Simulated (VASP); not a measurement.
# Ti3SiN3: single point with PBE

Ti3SiN3, a slab with vacuum:

```
Ti N Si
1.0
     3.00286    0.00000    0.00000
     0.00000    3.00286    0.00000
     0.00000    0.00000   19.75849
Ti N Si
3 3 1
Direct
  0.50000 0.50000 0.20244
  0.00000 0.00000 0.30725
  0.50000 0.50000 0.40768
  0.00000 0.00000 0.20244
  0.50000 0.50000 0.30557
  0.00000 0.00000 0.41797
  0.12500 0.50000 0.53742
```

| Quantity | Value |
| --- | --- |
| Program | VASP 6.6.1 |
| Task | single point |
| Functional | PBE |
| Potentials or basis | VASP PAW PBE potentials, release 64 (Ti_sv, N, Si) |
| Cutoff | 520 eV |
| k mesh | 9 × 9 × 1 |
| Occupations | gaussian, width 0.1 eV |
| Spin | no spin polarisation |

| Quantity | Value |
| --- | --- |
| Largest force | 1.626 eV/Å |

Forces on the atoms (eV/Å):
```
Ti  -0.025  0.000  1.538
Ti   0.031  0.000 -0.058
Ti   0.220  0.000  1.343
N    0.007  0.000 -1.626
N   -0.038  0.000 -0.369
N   -0.023  0.000 -0.846
Si  -0.172  0.000  0.018
```

Levels at points of the mesh, in eV from the Fermi level:
```csv
k point,band 24,band 25,band 26,band 27,band 28,band 29,band 30,band 31
"(0.00, 0.00, 0.00)",-2.49,-2.10,-2.05,-1.73,-0.79,-0.61,0.07,0.08
```

It took 6.9 min on 1 thread of Intel(R) Xeon(R) Platinum 8488C (Sapphire Rapids), with other jobs on the host, peak memory 0.35 GiB.
